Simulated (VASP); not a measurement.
# ZnS (Cmcm) in VASP: single point with PBE

Aim: the single point of ZnS with PBE.

Program: VASP 6.6.1. These are calculated values, not measurements. Logs are shortened: lines on timing, memory, paths and dates and some standing lists are left out, and cuts for length are marked.

## (1) The cell of the first run

The structure is orthorhombic, space group Cmcm (No. 63). The conventional cell has a = 3.505 Å, b = 14.451 Å, c = 3.508 Å, α = 90.00°, β = 90.00°, γ = 90.00°. Zn (site symmetry m2m) has 5 S at 2.43 to 2.52 Å and 4 Zn at 3.19 Å within 3.2 Å. S (site symmetry m2m) has 5 Zn at 2.43 to 2.52 Å within 3.2 Å.

## (2) Single point, PBE

INCAR reads:

```
SYSTEM = ZnS
PREC = Accurate
ENCUT = 520
EDIFF = 1E-6
ISMEAR = 0
SIGMA = 0.02
LREAL = .False.
LASPH = .True.
NELM = 60
ALGO = Normal
ISIF = 2
LWAVE = .False.
LCHARG = .False.
GGA = PE
NBANDS = 26
```

KPOINTS reads:

```
Automatic mesh
0
Gamma
  8 8 8
  0 0 0
```

POSCAR reads:

```
ZnS
1.0
    1.7525853077     -7.2255861460      0.0000000000
    1.7525853077      7.2255861460      0.0000000000
    0.0000000000      0.0000000000      3.5077093084
Zn S
2 2
Direct
    0.8196144268      0.1803855732      0.2500000000
    0.1803855732      0.8196144268      0.7500000000
    0.6511684873      0.3488315127      0.2500000000
    0.3488315127      0.6511684873      0.7500000000
```

Potentials or basis: VASP PAW PBE potentials, release 64 (Zn, S).

On the command line:

```console
> cat potpaw_PBE.64/Zn/POTCAR potpaw_PBE.64/S/POTCAR > POTCAR
> mpirun -np 1 vasp_std > vasp.out
```

OUTCAR:

```text
SYSTEM = ZnS
   PREC = Accurate
   ENCUT = 520
   EDIFF = 1E-6
   ISMEAR = 0
   LREAL = .False.
   LASPH = .True.
   NELM = 60
   ISIF = 2
   GGA = PE

 ion  position               nearest neighbor table
   1  0.820  0.180  0.250-   3 2.43   4 2.52   4 2.52   4 2.52   4 2.52
   2  0.180  0.820  0.750-   4 2.43   3 2.52   3 2.52   3 2.52   3 2.52
   3  0.651  0.349  0.250-   1 2.43   2 2.52   2 2.52   2 2.52   2 2.52
   4  0.349  0.651  0.750-   2 2.43   1 2.52   1 2.52   1 2.52   1 2.52

  LATTYP: Found a base centered orthorhombic cell.
 ALAT       =     3.5051706154
 B/A-ratio  =     4.1228156565
 C/A-ratio  =     1.0007242709

  Lattice vectors:

 A1 = (   1.7525853077,  -7.2255861460,   0.0000000000)
 A2 = (   1.7525853077,   7.2255861460,   0.0000000000)
 A3 = (   0.0000000000,   0.0000000000,   3.5077093084)

Analysis of symmetry for initial positions (statically):
=====================================================================
 Subroutine PRICEL returns:
 Original cell was already a primitive cell.

 Routine SETGRP: Setting up the symmetry group for a
 base centered orthorhombic supercell.

 Subroutine GETGRP returns: Found  8 space group operations
 (whereof  4 operations were pure point group operations)
 out of a pool of  8 trial point group operations.

The static configuration has the point symmetry C_2h.
 The point group associated with its full space group is D_2h.

Analysis of symmetry for dynamics (positions and initial velocities):
=====================================================================
 Subroutine PRICEL returns:
 Original cell was already a primitive cell.

 Routine SETGRP: Setting up the symmetry group for a
 base centered orthorhombic supercell.

 Subroutine GETGRP returns: Found  8 space group operations
 (whereof  4 operations were pure point group operations)
 out of a pool of  8 trial point group operations.

The dynamic configuration has the point symmetry C_2h.
 The point group associated with its full space group is D_2h.

 Subroutine INISYM returns: Found  8 space group operations
 (whereof  4 operations are pure point group operations),
 and found     1 'primitive' translations

----------------------------------------------------------------------------------------

                                     Primitive cell

  volume of cell :      88.8394

  direct lattice vectors                    reciprocal lattice vectors
     1.752585308 -7.225586146  0.000000000     0.285292817 -0.069198538  0.000000000
     1.752585308  7.225586146  0.000000000     0.285292817  0.069198538  0.000000000
     0.000000000  0.000000000  3.507709308     0.000000000  0.000000000  0.285086338

  length of vectors
     7.435095858  7.435095858  3.507709308     0.293565034  0.293565034  0.285086338

  position of ions in fractional coordinates (direct lattice)
     0.819614427  0.180385573  0.250000000
     0.180385573  0.819614427  0.750000000
     0.651168487  0.348831513  0.250000000
     0.348831513  0.651168487  0.750000000

  ion indices of the primitive-cell ions
   primitive index   ion index
                 1           1
                 2           2
                 3           3
                 4           4

----------------------------------------------------------------------------------------

 KPOINTS: Automatic mesh

Automatic generation of k-mesh.
 Grid dimensions read from file:
 generate k-points for:    8    8    8

 Generating k-lattice:

  Cartesian coordinates                     Fractional coordinates (reciprocal lattice)
     0.035661602 -0.008649817  0.000000000     0.125000000  0.000000000  0.000000000
     0.035661602  0.008649817  0.000000000     0.000000000  0.125000000  0.000000000
     0.000000000  0.000000000  0.035635792     0.000000000  0.000000000  0.125000000

  Length of vectors
     0.036695629  0.036695629  0.035635792

  Shift w.r.t. Gamma in fractional coordinates (k-lattice)
     0.000000000  0.000000000  0.000000000

 Subroutine IBZKPT returns following result:
 ===========================================

 Found    105 irreducible k-points:

 Following reciprocal coordinates:
            Coordinates               Weight
  0.000000  0.000000  0.000000      1.000000
  0.125000 -0.000000  0.000000      4.000000
  0.250000 -0.000000  0.000000      4.000000
  0.375000  0.000000  0.000000      4.000000
  0.500000 -0.000000  0.000000      2.000000
  0.125000  0.125000  0.000000      2.000000
[... 16 lines left out ...]
  0.125000 -0.000000  0.125000      8.000000
  0.250000 -0.000000  0.125000      8.000000
 [... further k-points ...]
   k-points           NKPTS =    105   k-points in BZ     NKDIM =    105   number of bands    NBANDS=     26
   number of dos      NEDOS =    301   number of ions     NIONS =      4
   total plane-waves  NPLWV =  87808
   dimension x,y,z NGX =    56 NGY =   56 NGZ =   28
   dimension x,y,z NGXF=   112 NGYF=  112 NGZF=   56
   ions per type =               2   2
   NGX,Y,Z   is equivalent  to a cutoff of  12.52, 12.52, 13.27 a.u.
   NGXF,Y,Z  is equivalent  to a cutoff of  25.04, 25.04, 26.54 a.u.
 SYSTEM =  ZnS
   PREC   = accura    normal or accurate (medium, high low for compatibility)
   ISTART =      0    job   : 0-new  1-cont  2-samecut
   ICHARG =      2    charge: 1-file 2-atom 10-const
   ISPIN  =      1    spin polarized calculation?
   LNONCOLLINEAR =      F non collinear calculations
   LSORBIT =      F    spin-orbit coupling
   LASPH  =      T    aspherical Exc in radial PAW
   ENCUT  =  520.0 eV  38.22 Ry    6.18 a.u.  13.82 13.82  6.52*2*pi/ulx,y,z
   NELM   =     60;   NELMIN=  2; NELMDL= -5     # of ELM steps
   EDIFF  = 0.1E-05   stopping-criterion for ELM
   LREAL  =      F    real-space projection
[... 7 lines left out ...]
   TEBEG  =    0.0;   TEEND  =   0.0 temperature during run
   PSTRESS=    0.0 pullay stress
   NELECT =      36.0000    total number of electrons
   NUPDOWN=      -1.0000    fix difference up-down
   EMIN   =  10.00;   EMAX   =-10.00  energy-range for DOS
   EFERMI =   0.00;   METHOD = LEGACY
   ISMEAR =     0;   SIGMA  =   0.02  broadening in eV -4-tet -1-fermi 0-gaus
   EFERMI_NEDOS =   21; number of points for ismear=-14 and -15
   IALGO  =     38    algorithm
   IMIX   =      4    mixing-type and parameters
     AMIX     =   0.40;   BMIX     =  1.00
     AMIX_MAG =   1.60;   BMIX_MAG =  1.00
  volume/ion in A,a.u.               =      22.21       149.88
  Fermi-wavevector in a.u.,A,eV,Ry     =   1.211454  2.289317 19.968204  1.467622
  Thomas-Fermi vector in A             =   2.346969
   LORBIT       =      0    0 simple, 1 ext, 2 COOP (PROOUT), +10 PAW based schemes
   GGA     = PE    functional components
   LHFCALC =     F    Hartree Fock is set to
   AEXX    =    0.0000 exact exchange contribution
   IVDW    =     0    specifies the selected vdW correction
   LEPSILON=     F    determine dielectric tensor
   LRPA    =     F    only Hartree local field effects (RPA)
 non-spin polarized calculation
 Gauss-broadening in eV      SIGMA  =   0.02
  energy-cutoff  :      520.00
  volume of cell :       88.84
 maximum number of plane-waves:      2436
   NGX = 27   NGY = 27   NGZ = 13

 number of electron      36.0000027 magnetization

 Free energy of the ion-electron system (eV)
  ---------------------------------------------------
  ext. energy  EPLUGINS =         0.00000000
  ---------------------------------------------------
  free energy    TOTEN  =       -12.27002643 eV

  energy without entropy =      -12.27002643  energy(sigma->0) =      -12.27002643

 E-fermi :   1.7780     XC(G=0):  -8.8452

 val. band max:        1.6211583945   @ k =   0.2500   0.2500   0.0000
 cond. band min:       2.2703351076   @ k =   0.2500   0.2500   0.5000
 fundamental gap:      0.6491767131
 Fermi energy:         1.7780208599

 k-point     1 :       0.0000    0.0000    0.0000
  band No.  band energies     occupation
      1     -11.9429      2.00000
      2     -10.9974      2.00000
      3      -5.0360      2.00000
      4      -4.8630      2.00000
      5      -4.8410      2.00000
      6      -4.8394      2.00000
[... 18 lines left out ...]
     25       9.6151      0.00000
     26      10.5705      0.00000

 k-point     2 :       0.1250   -0.0000    0.0000
  band No.  band energies     occupation
      1     -11.8192      2.00000
      2     -10.9159      2.00000
      3      -5.0369      2.00000
      4      -4.9370      2.00000
      5      -4.9094      2.00000
      6      -4.8808      2.00000
[... 18 lines left out ...]
     25       9.6941      0.00000
     26      10.3608      0.00000

 k-point     3 :       0.2500   -0.0000    0.0000
  band No.  band energies     occupation
      1     -11.4756      2.00000
      2     -10.7157      2.00000
      3      -5.1033      2.00000
      4      -5.0856      2.00000
      5      -5.0632      2.00000
      6      -4.9901      2.00000
[... 18 lines left out ...]
     25       9.5213      0.00000
     26       9.9029      0.00000

 k-point     4 :       0.3750    0.0000    0.0000
  band No.  band energies     occupation
      1     -11.0114      2.00000
      2     -10.5463      2.00000
      3      -5.3810      2.00000
      4      -5.3651      2.00000
      5      -5.1597      2.00000
      6      -5.1203      2.00000
[... 18 lines left out ...]
     25       8.4664      0.00000
     26       9.1013      0.00000
[... 496 lines left out ...]
      1     -11.8200      2.00000
      2     -10.9156      2.00000
      3      -5.0370      2.00000
      4      -4.9369      2.00000
      5      -4.9099      2.00000
      6      -4.8805      2.00000
[... 18 lines left out ...]
     25       9.6012      0.00000
     26      10.4632      0.00000

 k-point    23 :       0.1250   -0.0000    0.1250
  band No.  band energies     occupation
      1     -11.7011      2.00000
      2     -10.8392      2.00000
      3      -5.0330      2.00000
      4      -5.0257      2.00000
      5      -4.9521      2.00000
      6      -4.8707      2.00000
[... 18 lines left out ...]
     25       9.8894      0.00000
     26      10.1817      0.00000

 k-point    24 :       0.2500   -0.0000    0.1250
  band No.  band energies     occupation
      1     -11.3726      2.00000
      2     -10.6531      2.00000
      3      -5.1870      2.00000
      4      -5.1218      2.00000
      5      -5.0073      2.00000
      6      -4.9584      2.00000
[... 18 lines left out ...]
     25       8.9589      0.00000
     26       9.6889      0.00000

 [... further k-points ...]

------------------------ aborting loop because EDIFF is reached ----------------------------------------

  FORCE on cell =-STRESS in cart. coord.  units (eV):
  Direction    XX          YY          ZZ          XY          YZ          ZX
  --------------------------------------------------------------------------------------
  -------------------------------------------------------------------------------------
  Total        0.0468569      0.0550129      0.0434123      0.0000000      0.0000000      0.0000000
  in kB        0.8450425      0.9921317      0.7829203      0.0000000      0.0000000      0.0000000
  external PRESSURE =       0.8733648 kB  Pullay stress =       0.0000000 kB

 VOLUME and BASIS-vectors are now :
 -----------------------------------------------------------------------------
  energy-cutoff  :      520.00
  volume of cell :       88.84
      direct lattice vectors                 reciprocal lattice vectors
     1.752585308 -7.225586146  0.000000000     0.285292817 -0.069198538  0.000000000
     1.752585308  7.225586146  0.000000000     0.285292817  0.069198538  0.000000000
     0.000000000  0.000000000  3.507709308     0.000000000  0.000000000  0.285086338

 POSITION                                       TOTAL-FORCE (eV/Angst)
 -----------------------------------------------------------------------------------
      1.75259     -4.61880      0.87693         0.000000      0.005828     -0.000000
      1.75259      4.61880      2.63078         0.000000     -0.005828     -0.000000
      1.75259     -2.18456      0.87693         0.000000      0.025956     -0.000000
      1.75259      2.18456      2.63078         0.000000     -0.025956      0.000000
 -----------------------------------------------------------------------------------
    total drift:                               -0.000000      0.000000     -0.000000

  FREE ENERGIE OF THE ION-ELECTRON SYSTEM (eV)
  ---------------------------------------------------
  free  energy   TOTEN  =       -12.2700264340 eV

  energy  without entropy=      -12.2700264340  energy(sigma->0) =      -12.27002643
```

Wall time 6.5 min (1 thread of Intel Xeon Platinum 8488C (Sapphire Rapids), shared host); peak memory 0.41 GiB.

What came out:

| Property | Result |
| --- | --- |
| Free energy | -12.2700 eV |
| Pressure | 0.1 GPa |
| Largest force | 0.026 eV/Å |
| Band gap on the k mesh | 0.65 eV (least direct gap 2.20 eV) |

Forces on the atoms (eV/Å):
```
Zn   0.000  0.006  0.000
Zn   0.000 -0.006  0.000
S    0.000  0.026  0.000
S    0.000 -0.026  0.000
```

Caveat: semilocal functionals underestimate gaps, and a narrow one can read as zero. A k mesh can miss the band edges.
